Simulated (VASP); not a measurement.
# Bi2Te3 (R-3m) in VASP: further runs

The runs below take Bi2Te3 through single point, with PBEsol.

Everything below comes from runs of VASP 6.6.1. Logs are shortened: lines on timing, memory, paths and dates and some standing lists are left out, and cuts for length are marked.

**What was measured.**

“Vacancy and Antisite-Induced Ferromagnetism in Liquid-Phase Exfoliated Bi2Te3”, 2024, arxiv:2412.10539 quotes, for a bulk crystal of Bi2Te3: band gap 0.17 eV.

The runs below are set against these values where they give the same quantity.

## Step 1: The cell of the first run

The structure is trigonal, space group R-3m (No. 166). The conventional cell has a = 4.386 Å, b = 4.386 Å, c = 30.497 Å, α = 90.00°, β = 90.00°, γ = 120.00°. Bi (site symmetry 3m) has 6 Te at 3.07 to 3.25 Å within 4.0 Å. Te (site symmetry -3m) has 6 Bi at 3.25 Å and 12 Te at 4.39 to 4.55 Å within 4.6 Å. Te (site symmetry 3m) has 3 Bi at 3.07 Å and 3 Te at 3.64 Å within 4.0 Å.

## Step 2: Single point, PBEsol

INCAR

```
  PREC = Accurate
  ENCUT = 520
  EDIFF = 1E-7
  ISMEAR = 0
  SIGMA = 0.01
  LREAL = False
  LASPH = True
  NELM = 60
  ALGO = Normal
  ISIF = 2
  LWAVE = False
  LCHARG = False
  GGA = PS
  NBANDS = 32
```

KPOINTS

```
regular mesh
0
Gamma
  6 6 6
```

POSCAR

```
Bi2Te3
1.0
    2.1930000000      1.2661290000     10.1656670000
   -2.1930000000      1.2661290000     10.1656670000
    0.0000000000     -2.5322580000     10.1656670000
Bi Te
2 3
Direct
    0.4000000000      0.4000000000      0.4000000000
    0.6000000000      0.6000000000      0.6000000000
    0.0000000000      0.0000000000      0.0000000000
    0.2095000000      0.2095000000      0.2095000000
    0.7905000000      0.7905000000      0.7905000000
```

Potentials or basis: VASP PAW PBE potentials, release 64 (Bi_d, Te).

The run is started by

```
cat potpaw_PBE.64/Bi_d/POTCAR potpaw_PBE.64/Te/POTCAR > POTCAR
mpirun -np 1 vasp_std > vasp.out
```

OUTCAR:

```text
PREC = Accurate
   ENCUT = 520
   EDIFF = 1E-7
   ISMEAR = 0
   LREAL = False
   LASPH = True
   NELM = 60
   ISIF = 2
   GGA = PS

 ion  position               nearest neighbor table
   1  0.400  0.400  0.400-   5 3.07   5 3.07   5 3.07   3 3.25   3 3.25   3 3.25
   2  0.600  0.600  0.600-   4 3.07   4 3.07   4 3.07   3 3.25   3 3.25   3 3.25
   3  0.000  0.000  0.000-   2 3.25   1 3.25   2 3.25   2 3.25   1 3.25   1 3.25
   4  0.209  0.209  0.209-   2 3.07   2 3.07   2 3.07   5 3.64   5 3.64   5 3.64
   5  0.791  0.791  0.791-   1 3.07   1 3.07   1 3.07   4 3.64   4 3.64   4 3.64

  LATTYP: Found a trigonal (rhomboedric) cell.
 ALAT       =    10.4763121946
 COS(alpha) =     0.9123624163

  Lattice vectors:

 A1 = (   2.1930000000,   1.2661290000,  10.1656670000)
 A2 = (  -2.1930000000,   1.2661290000,  10.1656670000)
 A3 = (   0.0000000000,  -2.5322580000,  10.1656670000)

Analysis of symmetry for initial positions (statically):
=====================================================================
 Subroutine PRICEL returns:
 Original cell was already a primitive cell.

 Routine SETGRP: Setting up the symmetry group for a
 trigonal (rhombohedral) supercell.

 Subroutine GETGRP returns: Found 12 space group operations
 (whereof 12 operations were pure point group operations)
 out of a pool of 12 trial point group operations.

The static configuration has the point symmetry D_3d.

Analysis of symmetry for dynamics (positions and initial velocities):
=====================================================================
 Subroutine PRICEL returns:
 Original cell was already a primitive cell.

 Routine SETGRP: Setting up the symmetry group for a
 trigonal (rhombohedral) supercell.

 Subroutine GETGRP returns: Found 12 space group operations
 (whereof 12 operations were pure point group operations)
 out of a pool of 12 trial point group operations.

The dynamic configuration has the point symmetry D_3d.

 Subroutine INISYM returns: Found 12 space group operations
 (whereof 12 operations are pure point group operations),
 and found     1 'primitive' translations

----------------------------------------------------------------------------------------

                                     Primitive cell

  volume of cell :     169.3572

  direct lattice vectors                    reciprocal lattice vectors
     2.193000000  1.266129000 10.165667000     0.227998176  0.131634823  0.032790109
    -2.193000000  1.266129000 10.165667000    -0.227998176  0.131634823  0.032790109
[... 96 lines left out ...]
   NFREE  =      0    steps in history (QN), initial steepest desc. (CG)
   ISIF   =      2    stress and relaxation
   ISYM   =      2    0-nonsym 1-usesym 2-fastsym
   POTIM  = 0.5000    time-step for ionic-motion
   TEBEG  =    0.0;   TEEND  =   0.0 temperature during run
   PSTRESS=    0.0 pullay stress
   NELECT =      48.0000    total number of electrons
   NUPDOWN=      -1.0000    fix difference up-down
   EMIN   =  10.00;   EMAX   =-10.00  energy-range for DOS
   EFERMI =   0.00;   METHOD = LEGACY
   ISMEAR =     0;   SIGMA  =   0.01  broadening in eV -4-tet -1-fermi 0-gaus
   EFERMI_NEDOS =   21; number of points for ismear=-14 and -15
   IALGO  =     38    algorithm
   IMIX   =      4    mixing-type and parameters
     AMIX     =   0.40;   BMIX     =  1.00
     AMIX_MAG =   1.60;   BMIX_MAG =  1.00
  volume/ion in A,a.u.               =      33.87       228.58
  Fermi-wavevector in a.u.,A,eV,Ry     =   1.075360  2.032136 15.733774  1.156400
  Thomas-Fermi vector in A             =   2.211215
   LORBIT       =      0    0 simple, 1 ext, 2 COOP (PROOUT), +10 PAW based schemes
   GGA     = PS    functional components
   LHFCALC =     F    Hartree Fock is set to
   AEXX    =    0.0000 exact exchange contribution
   IVDW    =     0    specifies the selected vdW correction
   LEPSILON=     F    determine dielectric tensor
   LRPA    =     F    only Hartree local field effects (RPA)
 non-spin polarized calculation
 Gauss-broadening in eV      SIGMA  =   0.01
  energy-cutoff  :      520.00
  volume of cell :      169.36
 maximum number of plane-waves:      4580
 NGX is ok and might be reduce to    80
   NGX = 39   NGY = 39   NGZ = 39

 number of electron      48.0000004 magnetization

 Free energy of the ion-electron system (eV)
  ---------------------------------------------------
  ext. energy  EPLUGINS =         0.00000000
  ---------------------------------------------------
  free energy    TOTEN  =       -20.29253848 eV

  energy without entropy =      -20.29253848  energy(sigma->0) =      -20.29253848

 E-fermi :   6.1528     XC(G=0):  -9.4920

 val. band max:        6.0652242669   @ k =   0.0000   0.0000   0.0000
 cond. band min:       6.2933466993   @ k =   0.0000   0.0000   0.0000
 fundamental gap:      0.2281224324
 Fermi energy:         6.1527897018

 k-point     1 :       0.0000    0.0000    0.0000
  band No.  band energies     occupation
      1     -17.0504      2.00000
      2     -17.0504      2.00000
      3     -17.0490      2.00000
      4     -17.0490      2.00000
      5     -17.0405      2.00000
      6     -17.0391      2.00000
[... 829 lines left out ...]
     31      10.7395      0.00000
     32      11.2997      0.00000

 [... further k-points ...]

------------------------ aborting loop because EDIFF is reached ----------------------------------------

  FORCE on cell =-STRESS in cart. coord.  units (eV):
  Direction    XX          YY          ZZ          XY          YZ          ZX
  --------------------------------------------------------------------------------------
  -------------------------------------------------------------------------------------
  Total       -0.5203403     -0.5203402     -0.8139700      0.0000000      0.0000000      0.0000000
  in kB       -4.9225974     -4.9225963     -7.7004352      0.0000000      0.0000000      0.0000000
  external PRESSURE =      -5.8485430 kB  Pullay stress =       0.0000000 kB

 VOLUME and BASIS-vectors are now :
 -----------------------------------------------------------------------------
  energy-cutoff  :      520.00
  volume of cell :      169.36
      direct lattice vectors                 reciprocal lattice vectors
     2.193000000  1.266129000 10.165667000     0.227998176  0.131634823  0.032790109
    -2.193000000  1.266129000 10.165667000    -0.227998176  0.131634823  0.032790109
     0.000000000 -2.532258000 10.165667000     0.000000000 -0.263269646  0.032790109

 POSITION                                       TOTAL-FORCE (eV/Angst)
 -----------------------------------------------------------------------------------
      0.00000      0.00000     12.19880         0.000000      0.000000      0.023352
      0.00000      0.00000     18.29820         0.000000      0.000000     -0.023352
      0.00000      0.00000      0.00000         0.000000      0.000000      0.000000
      0.00000      0.00000      6.38912         0.000000     -0.000000      0.091724
      0.00000      0.00000     24.10788         0.000000      0.000000     -0.091724
 -----------------------------------------------------------------------------------
    total drift:                               -0.000000     -0.000000     -0.000000

  FREE ENERGIE OF THE ION-ELECTRON SYSTEM (eV)
  ---------------------------------------------------
  free  energy   TOTEN  =       -20.2925384789 eV

  energy  without entropy=      -20.2925384789  energy(sigma->0) =      -20.29253848
```

OSZICAR:

```text
N       E                     dE             d eps       ncg     rms          rms(c)
DAV:   1     0.427914399496E+03    0.42791E+03   -0.21523E+04  2048   0.144E+03
DAV:   2     0.250576656766E+02   -0.40286E+03   -0.38643E+03  2128   0.375E+02
DAV:   3    -0.186658685946E+02   -0.43724E+02   -0.41673E+02  2680   0.135E+02
DAV:   4    -0.204768881703E+02   -0.18110E+01   -0.18055E+01  2288   0.292E+01
DAV:   5    -0.205655922099E+02   -0.88704E-01   -0.88698E-01  3080   0.650E+00    0.784E+00
DAV:   6    -0.202940380903E+02    0.27155E+00   -0.32969E-01  2744   0.462E+00    0.565E+00
DAV:   7    -0.202945701677E+02   -0.53208E-03   -0.20069E-01  2592   0.204E+00    0.992E-01
DAV:   8    -0.202929038664E+02    0.16663E-02   -0.27659E-02  2328   0.979E-01    0.520E-01
DAV:   9    -0.202924273207E+02    0.47655E-03   -0.28899E-03  2512   0.368E-01    0.331E-01
DAV:  10    -0.202925354300E+02   -0.10811E-03   -0.78327E-04  2216   0.152E-01    0.590E-02
DAV:  11    -0.202925365689E+02   -0.11389E-05   -0.43485E-05  2560   0.444E-02    0.278E-02
DAV:  12    -0.202925389973E+02   -0.24284E-05   -0.20234E-05  2648   0.188E-02    0.190E-02
DAV:  13    -0.202925384435E+02    0.55375E-06   -0.16344E-06  2056   0.665E-03    0.348E-03
DAV:  14    -0.202925384789E+02   -0.35344E-07   -0.47214E-07  2184   0.345E-03
   1 F= -.20292538E+02 E0= -.20292538E+02  d E =-.130783E-37
```

stdout:

```text
POSCAR found type information on POSCAR BiTe
 POSCAR found :  2 types and       5 ions
 scaLAPACK will be used
 -----------------------------------------------------------------------------
|                                                                             |
|                                                                             |
|     You enforced a specific xc type in the INCAR file but a different       |
|     I HOPE YOU KNOW WHAT YOU ARE DOING!                                     |
|                                                                             |
 -----------------------------------------------------------------------------

 LDA part: xc-table for (Slater+PW92), standard interpolation
 POSCAR, INCAR and KPOINTS ok, starting setup
 FFT: planning ... GRIDC
 FFT: planning ... GRID_SOFT
 FFT: planning ... GRID
 WAVECAR not read
 entering main loop
```

It used 1800 s of CPU time on 1 thread of AMD EPYC 7R13 Processor (Zen 3), with other jobs on the host.

What came out:

```
Free energy            : -20.2925 eV
Pressure               : -0.6 GPa
Largest force          : 0.092 eV/Å
Band gap on the k mesh : 0.23 eV
```

Forces in eV/Å, atoms in the order of the input:
```
Bi   0.000  0.000  0.023
Bi   0.000  0.000 -0.023
Te   0.000  0.000  0.000
Te   0.000  0.000  0.092
Te   0.000  0.000 -0.092
```

Stress tensor (GPa, compression positive):
```
-0.49  0.00  0.00
 0.00 -0.49  0.00
 0.00  0.00 -0.77
```

Caveat: the PAW data sets were made with another functional, which shifts forces and pressure a little; spin-orbit coupling is left out, which moves the levels of the heavy elements.

(Part 1 of 2 ends here.)
